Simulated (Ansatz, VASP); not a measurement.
**SnO: VASP beside Ansatz**

```
CELL_PARAMETERS angstrom
3.80200 -0.01901 -0.01901
-0.01901 3.80200 -0.01901
-0.02418 -0.02418 4.83600
ATOMIC_POSITIONS crystal
Sn 0.00000 0.50000 0.23850
Sn 0.50000 0.00000 0.76150
O 0.00000 0.00000 0.00000
O 0.50000 0.50000 0.00000
```

Change from the starting cell: equal xy, yz and zx shear strains of -1 %, PAW files.

Alike in both runs: task electric field gradients; functional LDA; k mesh 6 × 6 × 5; occupations fermi-dirac, width 0.02 eV; no spin polarisation.

|  | VASP | Ansatz |
| --- | --- | --- |
| version | VASP 6.6.1 | Ansatz 0.2.0 |
| potentials or method | VASP PAW LDA potentials, release 64 (Sn_d, O_h) | PAW with Ansatz's default frozen-core files, scalar-relativistic |
| plane-wave cutoff (eV) | 1000 | 420 |
| valence electrons in the cell | 40 | 40 |

```csv
,VASP,Ansatz,Ansatz less VASP
rms of the force components (eV/Å),0.074,0.110,+0.0364
size of Vzz on the site where it differs most (V/Å²),165.5,171.0,+5.53
```

LDA's correlation is that of Perdew and Zunger in VASP and of Perdew and Wang (1992) in Ansatz. Atom by atom the forces differ by 0.041 eV/Å (rms over components).
